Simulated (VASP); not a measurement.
# SnSe (I4/mmm) in VASP: further runs

The runs below take SnSe through single point, with LDA.

All numbers are computed with VASP 6.6.1; they aren't measurements. Logs are shortened: lines on timing, memory, paths and dates and some standing lists are left out, and cuts for length are marked.

## 1. The cell of the first run

It takes space group I4/mmm (No. 139, tetragonal). Conventional cell: a = 4.044 Å, b = 4.044 Å, c = 6.020 Å, α = 90.00°, β = 90.00°, γ = 90.00°. Sn (site symmetry 4/mmm) has 6 Se at 2.86 to 3.01 Å within 3.8 Å. Se (site symmetry 4/mmm) has 6 Sn at 2.86 to 3.01 Å within 3.8 Å.

## 2. Single point, LDA (strain -0.050 along x and y, +0.000 along z)

INCAR reads:

```
SYSTEM = SnSe
PREC = Accurate
ENCUT = 520
EDIFF = 1E-6
ISMEAR = 0
SIGMA = 0.05
LREAL = .False.
LASPH = .True.
NELM = 100
ALGO = Normal
ISIF = 2
LWAVE = .False.
LCHARG = .True.
GGA = CA
LELF = .True.
LVHAR = .True.
NBANDS = 17
```

KPOINTS reads:

```
Automatic mesh
0
Gamma
  8 8 8
  0 0 0
```

POSCAR reads:

```
SnSe
1.0
    0.0000000000      2.8595000000      3.0100000000
    2.8595000000      0.0000000000      3.0100000000
    2.8595000000      2.8595000000      0.0000000000
Sn Se
1 1
Direct
    0.0000000000      0.0000000000      0.0000000000
    0.5000000000      0.5000000000      0.5000000000
```

Potentials or basis: VASP PAW LDA potentials, release 64 (Sn_d, Se).

Run with:

```bash
$ cat potpaw_LDA.64/Sn_d/POTCAR potpaw_LDA.64/Se/POTCAR > POTCAR
$ mpirun -np 1 vasp_std > vasp.out
```

OUTCAR:

```text
SYSTEM = SnSe
   PREC = Accurate
   ENCUT = 520
   EDIFF = 1E-6
   ISMEAR = 0
   LREAL = .False.
   LASPH = .True.
   NELM = 100
   ISIF = 2
   GGA = CA

 ion  position               nearest neighbor table
   1  0.000  0.000  0.000-   2 2.86   2 2.86   2 2.86   2 2.86   2 3.01   2 3.01
   2  0.500  0.500  0.500-   1 2.86   1 2.86   1 2.86   1 2.86   1 3.01   1 3.01

  LATTYP: Found a body centered tetragonal cell.
 ALAT       =     4.0439436816
 C/A-ratio  =     1.4886458551

  Lattice vectors:

 A1 = (  -2.8595000000,   0.0000000000,   3.0100000000)
 A2 = (   2.8595000000,   0.0000000000,   3.0100000000)
 A3 = (   0.0000000000,   2.8595000000,  -3.0100000000)

Analysis of symmetry for initial positions (statically):
=====================================================================
 Subroutine PRICEL returns:
 Original cell was already a primitive cell.

 Routine SETGRP: Setting up the symmetry group for a
 body centered tetragonal supercell.

 Subroutine GETGRP returns: Found 16 space group operations
 (whereof 16 operations were pure point group operations)
 out of a pool of 16 trial point group operations.

The static configuration has the point symmetry D_4h.

Analysis of symmetry for dynamics (positions and initial velocities):
=====================================================================
 Subroutine PRICEL returns:
 Original cell was already a primitive cell.

 Routine SETGRP: Setting up the symmetry group for a
 body centered tetragonal supercell.

 Subroutine GETGRP returns: Found 16 space group operations
 (whereof 16 operations were pure point group operations)
 out of a pool of 16 trial point group operations.

The dynamic configuration has the point symmetry D_4h.

 Subroutine INISYM returns: Found 16 space group operations
 (whereof 16 operations are pure point group operations),
 and found     1 'primitive' translations

----------------------------------------------------------------------------------------

                                     Primitive cell

  volume of cell :      49.2240

  direct lattice vectors                    reciprocal lattice vectors
     0.000000000  2.859500000  3.010000000    -0.174855744  0.174855744  0.166112957
     2.859500000  0.000000000  3.010000000     0.174855744 -0.174855744  0.166112957
     2.859500000  2.859500000  0.000000000     0.174855744  0.174855744 -0.166112957

  length of vectors
     4.151727381  4.151727381  4.043943682     0.297896923  0.297896923  0.297896923

  position of ions in fractional coordinates (direct lattice)
     0.000000000  0.000000000  0.000000000
     0.500000000  0.500000000  0.500000000

  ion indices of the primitive-cell ions
   primitive index   ion index
                 1           1
                 2           2

----------------------------------------------------------------------------------------

 KPOINTS: Automatic mesh

Automatic generation of k-mesh.
 Grid dimensions read from file:
 generate k-points for:    8    8    8

 Generating k-lattice:

  Cartesian coordinates                     Fractional coordinates (reciprocal lattice)
    -0.021856968  0.021856968  0.020764120     0.125000000  0.000000000  0.000000000
     0.021856968 -0.021856968  0.020764120     0.000000000  0.125000000  0.000000000
     0.021856968  0.021856968 -0.020764120    -0.000000000 -0.000000000  0.125000000

  Length of vectors
     0.037237115  0.037237115  0.037237115

  Shift w.r.t. Gamma in fractional coordinates (k-lattice)
     0.000000000  0.000000000  0.000000000

 Subroutine IBZKPT returns following result:
 ===========================================

 Found     59 irreducible k-points:

 Following reciprocal coordinates:
            Coordinates               Weight
  0.000000  0.000000  0.000000      1.000000
  0.125000  0.000000  0.000000      8.000000
  0.250000  0.000000  0.000000      8.000000
  0.375000  0.000000  0.000000      8.000000
  0.500000  0.000000  0.000000      4.000000
  0.125000  0.125000  0.000000      2.000000
[... 16 lines left out ...]
  0.250000  0.000000  0.125000     16.000000
  0.375000  0.000000  0.125000     16.000000
 [... further k-points ...]
   k-points           NKPTS =     59   k-points in BZ     NKDIM =     59   number of bands    NBANDS=     17
   number of dos      NEDOS =    301   number of ions     NIONS =      2
   total plane-waves  NPLWV =  30720
   dimension x,y,z NGX =    32 NGY =   32 NGZ =   30
   dimension x,y,z NGXF=    64 NGYF=   64 NGZF=   60
   ions per type =               1   1
   NGX,Y,Z   is equivalent  to a cutoff of  12.81, 12.81, 12.33 a.u.
   NGXF,Y,Z  is equivalent  to a cutoff of  25.63, 25.63, 24.67 a.u.
 SYSTEM =  SnSe
   PREC   = accura    normal or accurate (medium, high low for compatibility)
   ISTART =      0    job   : 0-new  1-cont  2-samecut
   ICHARG =      2    charge: 1-file 2-atom 10-const
   ISPIN  =      1    spin polarized calculation?
   LNONCOLLINEAR =      F non collinear calculations
   LSORBIT =      F    spin-orbit coupling
   LASPH  =      T    aspherical Exc in radial PAW
   ENCUT  =  520.0 eV  38.22 Ry    6.18 a.u.   7.72  7.72  7.52*2*pi/ulx,y,z
   NELM   =    100;   NELMIN=  2; NELMDL= -5     # of ELM steps
   EDIFF  = 0.1E-05   stopping-criterion for ELM
   LREAL  =      F    real-space projection
   EDIFFG = 0.1E-04   stopping-criterion for IOM
   NSW    =      0    number of steps for IOM
   IBRION =     -1    ionic relax: 0-MD 1-quasi-New 2-CG
   NFREE  =      0    steps in history (QN), initial steepest desc. (CG)
   ISIF   =      2    stress and relaxation
   ISYM   =      2    0-nonsym 1-usesym 2-fastsym
   POTIM  = 0.5000    time-step for ionic-motion
   TEBEG  =    0.0;   TEEND  =   0.0 temperature during run
   PSTRESS=    0.0 pullay stress
   NELECT =      20.0000    total number of electrons
   NUPDOWN=      -1.0000    fix difference up-down
   EMIN   =  10.00;   EMAX   =-10.00  energy-range for DOS
   EFERMI =   0.00;   METHOD = LEGACY
   ISMEAR =     0;   SIGMA  =   0.05  broadening in eV -4-tet -1-fermi 0-gaus
   EFERMI_NEDOS =   21; number of points for ismear=-14 and -15
   IALGO  =     38    algorithm
   IMIX   =      4    mixing-type and parameters
     AMIX     =   0.40;   BMIX     =  1.00
     AMIX_MAG =   1.60;   BMIX_MAG =  1.00
  volume/ion in A,a.u.               =      24.61       166.09
  Fermi-wavevector in a.u.,A,eV,Ry     =   1.212530  2.291350 20.003690  1.470230
  Thomas-Fermi vector in A             =   2.348011
   LORBIT       =      0    0 simple, 1 ext, 2 COOP (PROOUT), +10 PAW based schemes
   GGA     = CA    functional components
   LHFCALC =     F    Hartree Fock is set to
   AEXX    =    0.0000 exact exchange contribution
   IVDW    =     0    specifies the selected vdW correction
   LEPSILON=     F    determine dielectric tensor
   LRPA    =     F    only Hartree local field effects (RPA)
 non-spin polarized calculation
 Gauss-broadening in eV      SIGMA  =   0.05
  energy-cutoff  :      520.00
  volume of cell :       49.22
 maximum number of plane-waves:      1347
   NGX = 15   NGY = 15   NGZ = 15

 number of electron      19.9999997 magnetization

 Free energy of the ion-electron system (eV)
  ---------------------------------------------------
  ext. energy  EPLUGINS =         0.00000000
  ---------------------------------------------------
  free energy    TOTEN  =        -9.44917353 eV

  energy without entropy =       -9.44917353  energy(sigma->0) =       -9.44917353

 E-fermi :   6.9626     XC(G=0): -10.3406

 val. band max:        6.6656525290   @ k =  -0.2500   0.1250   0.0000
 cond. band min:       7.2559908820   @ k =  -0.3750  -0.0000   0.1250
 fundamental gap:      0.5903383530
 Fermi energy:         6.9625870931

 k-point     1 :       0.0000    0.0000    0.0000
  band No.  band energies     occupation
      1     -14.8815      2.00000
      2     -14.8662      2.00000
      3     -14.8662      2.00000
      4     -14.8632      2.00000
      5     -14.8582      2.00000
      6      -7.9885      2.00000
[... 9 lines left out ...]
     16      12.5278      0.00000
     17      14.2992      0.00000

 k-point     2 :       0.1250    0.0000    0.0000
  band No.  band energies     occupation
      1     -14.8820      2.00000
      2     -14.8663      2.00000
      3     -14.8656      2.00000
      4     -14.8630      2.00000
      5     -14.8558      2.00000
      6      -7.8564      2.00000
[... 9 lines left out ...]
     16      12.9090      0.00000
     17      15.3572      0.00000

 k-point     3 :       0.2500    0.0000    0.0000
  band No.  band energies     occupation
      1     -14.8844      2.00000
      2     -14.8718      2.00000
      3     -14.8643      2.00000
      4     -14.8572      2.00000
      5     -14.8488      2.00000
      6      -7.4943      2.00000
[... 9 lines left out ...]
     16      13.8677      0.00000
     17      17.5017      0.00000

 k-point     4 :       0.3750    0.0000    0.0000
  band No.  band energies     occupation
      1     -14.8876      2.00000
      2     -14.8775      2.00000
      3     -14.8632      2.00000
      4     -14.8512      2.00000
      5     -14.8408      2.00000
      6      -7.0405      2.00000
[... 9 lines left out ...]
     16      15.4897      0.00000
     17      18.5030      0.00000

 k-point     5 :       0.5000    0.0000    0.0000
  band No.  band energies     occupation
      1     -14.8890      2.00000
      2     -14.8799      2.00000
      3     -14.8628      2.00000
      4     -14.8487      2.00000
      5     -14.8374      2.00000
      6      -6.8079      2.00000
[... 9 lines left out ...]
     16      16.9445      0.00000
     17      17.4046      0.00000

 k-point     6 :       0.1250    0.1250    0.0000
  band No.  band energies     occupation
      1     -14.8864      2.00000
      2     -14.8626      2.00000
      3     -14.8626      2.00000
      4     -14.8619      2.00000
      5     -14.8595      2.00000
      6      -7.8278      2.00000
[... 9 lines left out ...]
     16      13.6240      0.00000
     17      15.5756      0.00000

 k-point     7 :       0.2500    0.1250    0.0000
  band No.  band energies     occupation
      1     -14.8911      2.00000
      2     -14.8649      2.00000
      3     -14.8607      2.00000
      4     -14.8569      2.00000
      5     -14.8560      2.00000
      6      -7.5555      2.00000
[... 9 lines left out ...]
     16      14.5246      0.00000
     17      17.0309      0.00000

 k-point     8 :       0.3750    0.1250    0.0000
  band No.  band energies     occupation
      1     -14.8938      2.00000
      2     -14.8706      2.00000
      3     -14.8597      2.00000
      4     -14.8501      2.00000
      5     -14.8498      2.00000
      6      -7.1300      2.00000
[... 9 lines left out ...]
     16      15.8975      0.00000
     17      18.6649      0.00000
[... 203 lines left out ...]
      1     -14.9192      2.00000
      2     -14.8638      2.00000
      3     -14.8572      2.00000
      4     -14.8446      2.00000
      5     -14.8431      2.00000
      6      -6.6303      2.00000
[... 9 lines left out ...]
     16      18.4981      0.00000
     17      18.6100      0.00000

 k-point    20 :      -0.3750    0.3750    0.0000
  band No.  band energies     occupation
      1     -14.9112      2.00000
      2     -14.8637      2.00000
      3     -14.8556      2.00000
      4     -14.8493      2.00000
      5     -14.8448      2.00000
      6      -6.5283      2.00000
[... 9 lines left out ...]
     16      17.0151      0.00000
     17      18.8010      0.00000

 k-point    21 :       0.5000    0.5000    0.0000
  band No.  band energies     occupation
      1     -14.9252      2.00000
      2     -14.8674      2.00000
      3     -14.8539      2.00000
      4     -14.8416      2.00000
      5     -14.8416      2.00000
      6      -6.5897      2.00000
[... 9 lines left out ...]
     16      19.2106      0.00000
     17      19.7997      0.00000

 k-point    22 :       0.1250    0.0000    0.1250
  band No.  band energies     occupation
      1     -14.8802      2.00000
      2     -14.8679      2.00000
      3     -14.8675      2.00000
      4     -14.8630      2.00000
      5     -14.8531      2.00000
      6      -7.8035      2.00000
[... 9 lines left out ...]
     16      13.7278      0.00000
     17      14.5824      0.00000

 k-point    23 :       0.2500    0.0000    0.1250
  band No.  band energies     occupation
      1     -14.8820      2.00000
      2     -14.8725      2.00000
      3     -14.8682      2.00000
      4     -14.8583      2.00000
      5     -14.8465      2.00000
      6      -7.5079      2.00000
[... 9 lines left out ...]
     16      14.6405      0.00000
     17      15.9753      0.00000

 k-point    24 :       0.3750    0.0000    0.1250
  band No.  band energies     occupation
      1     -14.8864      2.00000
      2     -14.8778      2.00000
      3     -14.8658      2.00000
      4     -14.8535      2.00000
      5     -14.8391      2.00000
      6      -7.0712      2.00000
[... 9 lines left out ...]
     16      16.1491      0.00000
     17      17.9337      0.00000

 [... further k-points ...]
[... 5 lines left out ...]
  --------------------------------------------------------------------------------------
  -------------------------------------------------------------------------------------
  Total        1.7978290      1.7978290     -0.7005242      0.0000000     -0.0000000     -0.0000000
  in kB       58.5170297     58.5170297    -22.8011655      0.0000000     -0.0000000     -0.0000000
  external PRESSURE =      31.4109646 kB  Pullay stress =       0.0000000 kB

 VOLUME and BASIS-vectors are now :
 -----------------------------------------------------------------------------
  energy-cutoff  :      520.00
  volume of cell :       49.22
      direct lattice vectors                 reciprocal lattice vectors
     0.000000000  2.859500000  3.010000000    -0.174855744  0.174855744  0.166112957
     2.859500000  0.000000000  3.010000000     0.174855744 -0.174855744  0.166112957
     2.859500000  2.859500000  0.000000000     0.174855744  0.174855744 -0.166112957

 POSITION                                       TOTAL-FORCE (eV/Angst)
 -----------------------------------------------------------------------------------
      0.00000      0.00000      0.00000        -0.000000     -0.000000     -0.000000
      2.85950      2.85950      3.01000         0.000000      0.000000      0.000000
 -----------------------------------------------------------------------------------
    total drift:                                0.000000     -0.000000     -0.000000

  FREE ENERGIE OF THE ION-ELECTRON SYSTEM (eV)
  ---------------------------------------------------
  free  energy   TOTEN  =        -9.4491735255 eV

  energy  without entropy=       -9.4491735255  energy(sigma->0) =       -9.44917353
```

Wall time 26 s (1 thread of Intel Xeon Platinum 8559C (Emerald Rapids), shared host); peak memory 0.18 GiB.

Results:

* Free energy: -9.4492 eV
* Pressure: 3.1 GPa
* Band gap on the k mesh: 0.59 eV, indirect (least direct gap 0.68 eV)

Caveat: the cell differs from its parent crystal (strain -0.050 along x and y, +0.000 along z); spin-orbit coupling is left out, which moves the levels of the heavy elements. A k mesh can miss the band edges.

[end of part 1 of 4]
